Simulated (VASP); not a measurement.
Wanted: the native input for a VASP 6.6.1 run.

```yaml
Task: single point
Functional: PBE
Dispersion: D3(BJ)
Potentials_or_basis: VASP PAW PBE potentials, release 64 (Te, Mo_sv)
Cutoff: 520 eV
k_mesh: 12 × 12 × 2
Occupations: gaussian, width 0.02 eV
Spin: no spin polarisation
Dipole_correction: no
Further_INCAR_settings: ALGO = Normal; EDIFF = 1e-06; NBANDS = 35
```

The structure of Te2Mo lies in POSCAR:

```
Te2Mo
1.0
    3.4964011281      0.0000000000      0.0000000000
   -1.7482005640      3.0279721987      0.0000000000
    0.0000000000      0.0000000000     13.7008448591
Te Mo
4 2
Direct
    0.3333333333      0.6666666667      0.6173401535
    0.6666666667      0.3333333333      0.1173401535
    0.3333333333      0.6666666667      0.8826598465
    0.6666666667      0.3333333333      0.3826598465
    0.3333333333      0.6666666667      0.2500000000
    0.6666666667      0.3333333333      0.7500000000
```

One way to write it, as run:

INCAR

```
SYSTEM = Te2Mo
  PREC = Accurate
  ENCUT = 520
  EDIFF = 1E-6
  ISMEAR = 0
  SIGMA = 0.02
  LREAL = .FALSE.
  LASPH = .TRUE.
  NELM = 100
  ALGO = Normal
  ISIF = 2
  LWAVE = .FALSE.
  LCHARG = .FALSE.
  GGA = PE
  IVDW = 12
  NBANDS = 35
```

KPOINTS

```
Automatic mesh
0
G
  12 12 2
  0 0 0
```

Potentials or basis: VASP PAW PBE potentials, release 64 (Te, Mo_sv).

Command:

```sh
$ cat potpaw_PBE.64/Te/POTCAR potpaw_PBE.64/Mo_sv/POTCAR > POTCAR
$ mpirun -np 1 vasp_std > vasp.out
```

It gave:

* Pressure: 0.0 GPa
* Largest force: 0.010 eV/Å
* Band gap on the k mesh: 0.65 eV, indirect (least direct gap 1.04 eV)
* Dispersion energy per atom: -0.554 eV

Caveat: spin-orbit coupling is left out, which moves the levels of the heavy elements.

Run time: 2.8 min on 1 thread of Intel(R) Xeon(R) Platinum 8375C CPU @ 2.90GHz (Ice Lake), on a shared host, peak memory 0.38 GiB.
